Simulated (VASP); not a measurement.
Runs of VASP 6.6.1 on SnTe. The structure is that of space group Fm-3m (No. 225), or close to it. The cells are those of the table. 

```csv
task,level,potentials or basis,spin,cell,k mesh,cutoff (eV),smearing,grid for exact exchange (PRECFOCK),share of exact exchange,gap on the mesh (eV),pressure (GPa)
relaxation of cell and atoms,LDA,"VASP PAW LDA potentials, release 64 (Te, Sn_d)",off,"relaxed from a = 4.456 Å, angles 60.0°, 2 atoms",7 × 7 × 7,600,fermi-dirac 0.05 eV,-,-,-,0.0
single point,LDA,"VASP PAW LDA potentials, release 64 (Te, Sn_d)",off,"a = 4.456 Å, angles 60.0°, 2 atoms",7 × 7 × 7,520,fermi-dirac 0.05 eV,-,-,-,-1.5
single point,PBE0,"VASP PAW PBE potentials, release 64 (Te, Sn_d)",off,"a = 4.396 Å, angles 60.0°, 2 atoms",4 × 4 × 4,520,fermi-dirac 0.05 eV,Normal,0.25,0.79,2.0
single point,PBE0,"VASP PAW PBE potentials, release 64 (Te, Sn_d)",off,"a = 4.456 Å, angles 60.0°, 2 atoms",4 × 4 × 4,520,fermi-dirac 0.05 eV,Normal,0.25,(a),-0.1
single point,PBEsol+D4,"VASP PAW PBE potentials, release 64 (Te, Sn_d)",off,"a = 4.407 Å, angles 60.0°, 2 atoms",7 × 7 × 7,520,fermi-dirac 0.05 eV,-,-,-,0.0
single point,PBE0,"VASP PAW PBE potentials, release 64 (Te, Sn_d)",off,"a = 4.365 Å, angles 60.0°, 2 atoms",4 × 4 × 4,520,fermi-dirac 0.05 eV,Normal,0.25,(c),3.3
single point,LDA,"VASP PAW LDA potentials, release 64 (Te, Sn_d)",off,"a = 4.408 Å, angles 60.0°, 2 atoms",7 × 7 × 7,520,fermi-dirac 0.05 eV,-,-,-,0.0
single point,PBE,"VASP PAW PBE potentials, release 64 (Te, Sn_d)",off,"a = 4.456 Å, angles 60.0°, 2 atoms",7 × 7 × 7,520,gaussian 0.02 eV,-,-,-,(b)
single point,PBEsol,"VASP PAW PBE potentials, release 64 (Te, Sn_d)","non-collinear, zero start, SOC","a = 4.543 Å, angles 60.0°, 2 atoms",7 × 7 × 7,520,fermi-dirac 0.05 eV,-,-,-,-2.7
single point,revPBE+D3(BJ),"VASP PAW PBE potentials, release 64 (Te, Sn_d)",off,"a = 4.432 Å, angles 60.0°, 2 atoms",7 × 7 × 7,520,fermi-dirac 0.05 eV,-,-,-,0.0
single point,PBE+D3(BJ),"VASP PAW PBE potentials, release 64 (Te, Sn_d)",off,"a = 4.460 Å, angles 60.0°, 2 atoms",7 × 7 × 7,520,fermi-dirac 0.05 eV,-,-,-,-0.1
```

Question: Estimate the missing entries.

Answer: (a) 0.62; (b) 2.2; (c) 0.88.

Caveats: some runs use coarse meshes; spin-orbit coupling is left out, which moves the levels of the heavy elements (at least some runs); the PAW data sets were made with another functional, which shifts forces and pressure a little (at least some runs).

A k mesh can miss the band edges, and rows without SOC leave out spin-orbit coupling on Sn, Te.
